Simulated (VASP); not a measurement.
# BP (Pm-3m) in VASP: a series of runs

The runs below take BP through single point, with PBE, HSE06.

Everything below comes from runs of VASP 6.6.1. Logs are shortened: lines on timing, memory, paths and dates and some standing lists are left out, and cuts for length are marked.

## 1. The cell of the first run

Symmetry: Pm-3m, No. 221, cubic system. The conventional cell has a = 2.708 Å, b = 2.708 Å, c = 2.708 Å, α = 90.00°, β = 90.00°, γ = 90.00°. Within 3.1 Å of B (site symmetry m-3m) lie 8 P at 2.35 Å and 6 B at 2.71 Å. Within 3.1 Å of P (site symmetry m-3m) lie 8 B at 2.35 Å and 6 P at 2.71 Å.

## 2. Single point, PBE

INCAR reads:

```
PREC = Accurate
ENCUT = 520
EDIFF = 1E-7
ISMEAR = -1
SIGMA = 0.5
LREAL = F
LASPH = T
NELM = 60
ALGO = Normal
ISIF = 2
LWAVE = F
LCHARG = T
GGA = PE
LELF = T
LVHAR = T
NBANDS = 11
```

KPOINTS reads:

```
regular mesh
0
Gamma
  6 6 6
```

POSCAR reads:

```
BP
1.0
    2.7080526412      0.0000000000      0.0000000000
    0.0000000000      2.7080526412      0.0000000000
    0.0000000000      0.0000000000      2.7080526412
B P
1 1
Direct
    0.0000000000      0.0000000000      0.0000000000
    0.5000000000      0.5000000000      0.5000000000
```

Potentials or basis: VASP PAW PBE potentials, release 64 (B, P).

Command:

```
> cat potpaw_PBE.64/B/POTCAR potpaw_PBE.64/P/POTCAR > POTCAR
> mpirun -np 1 vasp_std > vasp.out
```

OUTCAR:

```text
PREC = Accurate
   ENCUT = 520
   EDIFF = 1E-7
   ISMEAR = -1
   LREAL = F
   LASPH = T
   NELM = 60
   ISIF = 2
   GGA = PE

 ion  position               nearest neighbor table
   1  0.000  0.000  0.000-   2 2.35   2 2.35   2 2.35   2 2.35   2 2.35   2 2.35   2 2.35   2 2.35

   2  0.500  0.500  0.500-   1 2.35   1 2.35   1 2.35   1 2.35   1 2.35   1 2.35   1 2.35   1 2.35

  LATTYP: Found a simple cubic cell.
 ALAT       =     2.7080526412

  Lattice vectors:

 A1 = (   2.7080526412,   0.0000000000,   0.0000000000)
 A2 = (   0.0000000000,   2.7080526412,   0.0000000000)
 A3 = (   0.0000000000,   0.0000000000,   2.7080526412)

Analysis of symmetry for initial positions (statically):
=====================================================================
 Subroutine PRICEL returns:
 Original cell was already a primitive cell.

 Routine SETGRP: Setting up the symmetry group for a
 simple cubic supercell.

 Subroutine GETGRP returns: Found 48 space group operations
[... 9 lines left out ...]

 Routine SETGRP: Setting up the symmetry group for a
 simple cubic supercell.

 Subroutine GETGRP returns: Found 48 space group operations
[... 11 lines left out ...]
                                     Primitive cell

  volume of cell :      19.8596

  direct lattice vectors                    reciprocal lattice vectors
     2.708052641  0.000000000  0.000000000     0.369269040  0.000000000  0.000000000
     0.000000000  2.708052641  0.000000000     0.000000000  0.369269040  0.000000000
     0.000000000  0.000000000  2.708052641     0.000000000  0.000000000  0.369269040

  length of vectors
     2.708052641  2.708052641  2.708052641     0.369269040  0.369269040  0.369269040

  position of ions in fractional coordinates (direct lattice)
     0.000000000  0.000000000  0.000000000
     0.500000000  0.500000000  0.500000000

  ion indices of the primitive-cell ions
   primitive index   ion index
                 1           1
                 2           2

----------------------------------------------------------------------------------------

 KPOINTS: regular mesh

Automatic generation of k-mesh.
 Grid dimensions read from file:
 generate k-points for:    6    6    6

 Generating k-lattice:

  Cartesian coordinates                     Fractional coordinates (reciprocal lattice)
     0.061544840  0.000000000  0.000000000     0.166666667  0.000000000  0.000000000
     0.000000000  0.061544840  0.000000000     0.000000000  0.166666667  0.000000000
     0.000000000  0.000000000  0.061544840     0.000000000  0.000000000  0.166666667

  Length of vectors
     0.061544840  0.061544840  0.061544840

  Shift w.r.t. Gamma in fractional coordinates (k-lattice)
     0.000000000  0.000000000  0.000000000

 Subroutine IBZKPT returns following result:
 ===========================================

 Found     20 irreducible k-points:

 Following reciprocal coordinates:
            Coordinates               Weight
  0.000000  0.000000  0.000000      1.000000
  0.166667  0.000000  0.000000      6.000000
  0.333333  0.000000  0.000000      6.000000
  0.500000  0.000000  0.000000      3.000000
  0.166667  0.166667  0.000000     12.000000
  0.333333  0.166667  0.000000     24.000000
[... 12 lines left out ...]
  0.500000  0.500000  0.333333      6.000000
  0.500000  0.500000  0.500000      1.000000
   k-points           NKPTS =     20   k-points in BZ     NKDIM =     20   number of bands    NBANDS=     11
   number of dos      NEDOS =    301   number of ions     NIONS =      2
   total plane-waves  NPLWV =   8000
   dimension x,y,z NGX =    20 NGY =   20 NGZ =   20
   dimension x,y,z NGXF=    40 NGYF=   40 NGZF=   40
   ions per type =               1   1
   NGX,Y,Z   is equivalent  to a cutoff of  12.28, 12.28, 12.28 a.u.
   NGXF,Y,Z  is equivalent  to a cutoff of  24.56, 24.56, 24.56 a.u.
 SYSTEM =  unknown system
   PREC   = accura    normal or accurate (medium, high low for compatibility)
   ISTART =      0    job   : 0-new  1-cont  2-samecut
   ICHARG =      2    charge: 1-file 2-atom 10-const
   ISPIN  =      1    spin polarized calculation?
   LNONCOLLINEAR =      F non collinear calculations
   LSORBIT =      F    spin-orbit coupling
   LASPH  =      T    aspherical Exc in radial PAW
   ENCUT  =  520.0 eV  38.22 Ry    6.18 a.u.   5.04  5.04  5.04*2*pi/ulx,y,z
   NELM   =     60;   NELMIN=  2; NELMDL= -5     # of ELM steps
   EDIFF  = 0.1E-06   stopping-criterion for ELM
   LREAL  =      F    real-space projection
   EDIFFG = 0.1E-05   stopping-criterion for IOM
   NSW    =      0    number of steps for IOM
   IBRION =     -1    ionic relax: 0-MD 1-quasi-New 2-CG
   NFREE  =      0    steps in history (QN), initial steepest desc. (CG)
   ISIF   =      2    stress and relaxation
   ISYM   =      2    0-nonsym 1-usesym 2-fastsym
   POTIM  = 0.5000    time-step for ionic-motion
   TEBEG  =    0.0;   TEEND  =   0.0 temperature during run
   PSTRESS=    0.0 pullay stress
   NELECT =       8.0000    total number of electrons
   NUPDOWN=      -1.0000    fix difference up-down
   EMIN   =  10.00;   EMAX   =-10.00  energy-range for DOS
   EFERMI =   0.00;   METHOD = LEGACY
   ISMEAR =    -1;   SIGMA  =   0.50  broadening in eV -4-tet -1-fermi 0-gaus
   EFERMI_NEDOS =   21; number of points for ismear=-14 and -15
   IALGO  =     38    algorithm
   IMIX   =      4    mixing-type and parameters
     AMIX     =   0.40;   BMIX     =  1.00
     AMIX_MAG =   1.60;   BMIX_MAG =  1.00
  volume/ion in A,a.u.               =       9.93        67.01
  Fermi-wavevector in a.u.,A,eV,Ry     =   1.209060  2.284791 19.889340  1.461825
  Thomas-Fermi vector in A             =   2.344649
   LORBIT       =      0    0 simple, 1 ext, 2 COOP (PROOUT), +10 PAW based schemes
   GGA     = PE    functional components
   LHFCALC =     F    Hartree Fock is set to
   AEXX    =    0.0000 exact exchange contribution
   IVDW    =     0    specifies the selected vdW correction
   LEPSILON=     F    determine dielectric tensor
   LRPA    =     F    only Hartree local field effects (RPA)
 non-spin polarized calculation
  energy-cutoff  :      520.00
  volume of cell :       19.86
 maximum number of plane-waves:       554
   NGX = 11   NGY = 11   NGZ = 11

 number of electron       7.9999998 magnetization

 Free energy of the ion-electron system (eV)
  ---------------------------------------------------
  ext. energy  EPLUGINS =         0.00000000
  ---------------------------------------------------
  free energy    TOTEN  =        -9.56215858 eV

  energy without entropy =       -8.89937956  energy(sigma->0) =       -9.23076907

 E-fermi :  10.2414     XC(G=0): -12.1500

 val. band max:       10.0787578930   @ k =   0.1667   0.1667   0.0000
 cond. band min:      10.3122392782   @ k =   0.5000   0.1667   0.1667
 fundamental gap:      0.2334813852
 Fermi energy:        10.2414468217

 k-point     1 :       0.0000    0.0000    0.0000
  band No.  band energies     occupation
      1      -7.0456      2.00000
      2       9.1145      1.80996
      3       9.1145      1.80996
      4       9.1145      1.80996
      5      12.4968      0.02174
      6      14.5726      0.00035
      7      14.5726      0.00035
      8      21.1791      0.00000
      9      21.1791      0.00000
     10      21.1791      0.00000
     11      28.2146      0.00000

 k-point     2 :       0.1667    0.0000    0.0000
  band No.  band energies     occupation
      1      -6.5392      2.00000
      2       5.6186      1.99981
      3       9.5990      1.56659
      4       9.5990      1.56659
      5      13.2264      0.00510
      6      15.0710      0.00013
      7      18.2762      0.00000
      8      19.6072      0.00000
      9      19.6072      0.00000
     10      20.4016      0.00000
     11      28.2778      0.00000

 k-point     3 :       0.3333    0.0000    0.0000
  band No.  band energies     occupation
      1      -5.0576      2.00000
      2       1.3669      2.00000
      3      11.0338      0.34026
      4      11.0338      0.34026
      5      14.2516      0.00066
      6      16.4472      0.00001
      7      16.4472      0.00001
      8      16.4478      0.00001
      9      18.0478      0.00000
     10      24.7511      0.00000
     11      24.9443      0.00000

 k-point     4 :       0.5000    0.0000    0.0000
  band No.  band energies     occupation
      1      -3.3393      2.00000
      2      -1.3099      2.00000
      3      13.1024      0.00653
      4      13.1024      0.00653
      5      13.6665      0.00212
      6      13.6665      0.00212
      7      15.3699      0.00007
      8      16.5413      0.00001
      9      17.6458      0.00000
     10      22.4513      0.00000
     11      29.0417      0.00000

 k-point     5 :       0.1667    0.1667    0.0000
  band No.  band energies     occupation
      1      -6.0320      2.00000
      2       6.0007      1.99959
      3       6.2075      1.99937
      4      10.0788      1.16127
      5      14.1870      0.00075
      6      16.5310      0.00001
      7      18.3990      0.00000
      8      18.9463      0.00000
      9      19.2250      0.00000
     10      21.0363      0.00000
     11      25.7102      0.00000
[... 155 lines left out ...]
 k-point    17 :       0.3333    0.3333    0.3333
  band No.  band energies     occupation
      1      -1.0282      2.00000
      2       5.1389      1.99993
      3       5.1389      1.99993
      4       5.3926      1.99988
      5      10.6580      0.60601
      6      11.3001      0.21485
      7      11.3001      0.21485
      8      16.1193      0.00002
      9      26.9976      0.00000
     10      29.1342      0.00000
     11      29.1342      0.00000

 k-point    18 :       0.5000    0.3333    0.3333
  band No.  band energies     occupation
      1       0.8394      2.00000
      2       2.4143      2.00000
      3       6.8495      1.99774
      4       7.4106      1.99307
      5       8.0627      1.97470
      6       8.5572      1.93341
      7      13.1250      0.00624
      8      13.5006      0.00295
      9      28.2444      0.00000
     10      28.6181      0.00000
     11      30.1333      0.00000

 k-point    19 :       0.5000    0.5000    0.3333
  band No.  band energies     occupation
      1       2.8629      2.00000
      2       4.1340      1.99999
      3       4.1340      1.99999
      4       5.7140      1.99977
      5       9.0616      1.82740
      6      10.3506      0.89131
      7      10.3506      0.89131
      8      10.7244      0.55142
      9      29.8038      0.00000
     10      29.8038      0.00000
     11      30.1283      0.00000

 k-point    20 :       0.5000    0.5000    0.5000
  band No.  band energies     occupation
      1       4.6291      1.99997
      2       6.4191      1.99904
      3       6.4191      1.99904
      4       6.4191      1.99904
      5       7.0792      1.99642
      6       7.0792      1.99642
      7       7.0792      1.99642
      8       8.6789      1.91583
      9      31.2072      0.00000
     10      31.2072      0.00000
     11      31.2072      0.00000

------------------------ aborting loop because EDIFF is reached ----------------------------------------

  FORCE on cell =-STRESS in cart. coord.  units (eV):
  Direction    XX          YY          ZZ          XY          YZ          ZX
  --------------------------------------------------------------------------------------
  -------------------------------------------------------------------------------------
  Total        0.4552869      0.4552869      0.4552869      0.0000000     -0.0000000      0.0000000
  in kB       36.7302957     36.7302957     36.7302957      0.0000000     -0.0000000      0.0000000
  external PRESSURE =      36.7302957 kB  Pullay stress =       0.0000000 kB

 VOLUME and BASIS-vectors are now :
 -----------------------------------------------------------------------------
  energy-cutoff  :      520.00
  volume of cell :       19.86
      direct lattice vectors                 reciprocal lattice vectors
     2.708052641  0.000000000  0.000000000     0.369269040  0.000000000  0.000000000
     0.000000000  2.708052641  0.000000000     0.000000000  0.369269040  0.000000000
     0.000000000  0.000000000  2.708052641     0.000000000  0.000000000  0.369269040

 POSITION                                       TOTAL-FORCE (eV/Angst)
 -----------------------------------------------------------------------------------
      0.00000      0.00000      0.00000         0.000000      0.000000      0.000000
      1.35403      1.35403      1.35403         0.000000      0.000000      0.000000
 -----------------------------------------------------------------------------------
    total drift:                                0.000000      0.000000      0.000000

  FREE ENERGIE OF THE ION-ELECTRON SYSTEM (eV)
  ---------------------------------------------------
  free  energy   TOTEN  =        -9.5621585773 eV

  energy  without entropy=       -8.8993795561  energy(sigma->0) =       -9.23076907
```

Wall time 2.5 s (1 thread of Intel Xeon 6975P-C, shared host); peak memory 0.12 GiB.

Results:

* Free energy: -9.5622 eV
* Pressure: 3.7 GPa
* Band gap on the k mesh: zero (band 4 reaches 13.10 eV, above the bottom of band 5 at 7.08 eV)

Caveat: the k points lie up to 0.39 Å⁻¹ apart.

## 3. Single point, HSE06

POSCAR is that of step 2.

INCAR.step1 reads:

```
PREC     = Accurate       # precision mode
ENCUT    = 520            # plane-wave cutoff, eV
EDIFF    = 1E-5           # SCF threshold, eV
ISMEAR   = -1             # smearing method
SIGMA    = 0.02           # smearing width, eV
LREAL    = False          # projectors in reciprocal space
LASPH    = True           # aspherical terms in the spheres
NELM     = 60             # most SCF steps
ALGO     = Normal         # electronic algorithm
ISIF     = 2              # what is computed and relaxed
LWAVE    = True           # write WAVECAR
LCHARG   = False          # write CHGCAR
NBANDS   = 11             # bands
GGA      = PE             # functional
```

INCAR.step2 reads:

```
PREC     = Accurate       # precision mode
ENCUT    = 520            # plane-wave cutoff, eV
EDIFF    = 1E-6           # SCF threshold, eV
ISMEAR   = -1             # smearing method
SIGMA    = 0.02           # smearing width, eV
LREAL    = False          # projectors in reciprocal space
LASPH    = True           # aspherical terms in the spheres
NELM     = 60             # most SCF steps
ALGO     = Normal         # electronic algorithm
ISIF     = 2              # what is computed and relaxed
LWAVE    = False          # write WAVECAR
LCHARG   = False          # write CHGCAR
GGA      = PE             # functional
LHFCALC  = True           # exact exchange
HFSCREEN = 0.2079         # screening, 1/A
PRECFOCK = Normal       
NBANDS   = 11             # bands
ISTART   = 1
```

KPOINTS reads:

```
Automatic mesh
0
Gamma
  3 3 3
```

Potentials or basis: VASP PAW PBE potentials, release 64 (B, P).

Command:

```
> cat potpaw_PBE.64/B/POTCAR potpaw_PBE.64/P/POTCAR > POTCAR
> cp INCAR.step1 INCAR
> mpirun -np 1 vasp_std > vasp.out
> cp INCAR.step2 INCAR
> mpirun -np 1 vasp_std > vasp.out
```

Wall time 9.6 s (1 thread of Intel Xeon 6975P-C, shared host); peak memory 0.22 GiB.

It converged, with:

* Free energy: -9.9820 eV
* Pressure: 18.4 GPa
* Band gap on the k mesh: zero (band 4 reaches 11.26 eV, above the bottom of band 5 at 10.46 eV)

Levels at points of the mesh, in eV from the Fermi level:
```csv
k point,band 1,band 2,band 3,band 4,band 5,band 6,band 7,band 8,band 9
"(0.00, 0.00, 0.00)",-20.45,-2.32,-2.32,-2.32,1.82,3.85,3.85,11.39,11.39
```

Caveat: the k points lie up to 0.77 Å⁻¹ apart; the PAW data sets were made with another functional, which shifts forces and pressure a little.

## 4. Single point, HSE06

POSCAR is that of step 3.

Edit INCAR.step1 of step 3 so:

```diff
@@ -1,3 +1,3 @@
 PREC     = Accurate       # precision mode
-ENCUT    = 520            # plane-wave cutoff, eV
+ENCUT    = 910            # plane-wave cutoff, eV
 EDIFF    = 1E-5           # SCF threshold, eV
@@ -7,3 +7,3 @@
 LASPH    = True           # aspherical terms in the spheres
-NELM     = 60             # most SCF steps
+NELM     = 120            # most SCF steps
 ALGO     = Normal         # electronic algorithm
@@ -14 +14,2 @@
 GGA      = PE             # functional
+GGA_COMPAT= False
```

Edit INCAR.step2 of step 3 so:

```diff
@@ -1,3 +1,3 @@
 PREC     = Accurate       # precision mode
-ENCUT    = 520            # plane-wave cutoff, eV
+ENCUT    = 910            # plane-wave cutoff, eV
 EDIFF    = 1E-6           # SCF threshold, eV
@@ -7,3 +7,3 @@
 LASPH    = True           # aspherical terms in the spheres
-NELM     = 60             # most SCF steps
+NELM     = 120            # most SCF steps
 ALGO     = Normal         # electronic algorithm
@@ -17,2 +17,3 @@
 NBANDS   = 11             # bands
-ISTART   = 1
+ISTART   = 1            
+GGA_COMPAT= False
```

KPOINTS is that of step 3.

Potentials or basis: VASP PAW PBE potentials, release 64 (B_h, P).

Command:

```
> cat potpaw_PBE.64/B_h/POTCAR potpaw_PBE.64/P/POTCAR > POTCAR
> cp INCAR.step1 INCAR
> mpirun -np 1 vasp_std > vasp.out
> cp INCAR.step2 INCAR
> mpirun -np 1 vasp_std > vasp.out
```

Wall time 22 s (1 thread of AMD EPYC 7R13 (Zen 3), shared host); peak memory 0.22 GiB.

The run converged. Its results:

```
Free energy            : -9.9855 eV
Pressure               : 18.3 GPa
Band gap on the k mesh : zero (band 4 reaches 11.93 eV, above the bottom of band 5 at 11.13 eV)
```

Levels at points of the mesh, in eV from the Fermi level:
| k point | band 1 | band 2 | band 3 | band 4 | band 5 | band 6 | band 7 | band 8 | band 9 |
| --- | --- | --- | --- | --- | --- | --- | --- | --- | --- |
| (0.00, 0.00, 0.00) | -20.45 | -2.33 | -2.32 | -2.32 | 1.82 | 3.85 | 3.85 | 11.38 | 11.38 |

Caveat: the k points lie up to 0.77 Å⁻¹ apart; the PAW data sets were made with another functional, which shifts forces and pressure a little.

## 5. Overview

```tsv
level	potentials or basis	k mesh	cutoff (eV)	smearing	grid for exact exchange (PRECFOCK)	screening parameter	second run	gap on the mesh (eV)	pressure (GPa)
PBE	VASP PAW PBE potentials, release 64 (B, P)	6 × 6 × 6	520	fermi-dirac 0.5 eV	-	-	-	none	3.7
HSE06	VASP PAW PBE potentials, release 64 (B, P)	3 × 3 × 3	520	fermi-dirac 0.02 eV	Normal	0.2079 1/Å	-	none	18.4
HSE06	VASP PAW PBE potentials, release 64 (B_h, P)	3 × 3 × 3	910	fermi-dirac 0.02 eV	Normal	0.2079 1/Å	hard_potentials	none	18.3
```

Alike in all rows: task single point; no spin polarisation; cell as given.

Caveats: all runs use coarse meshes; the PAW data sets were made with another functional, which shifts forces and pressure a little (some runs).

Total energies depend on the potentials used, so only differences within one code and one set of settings carry meaning.
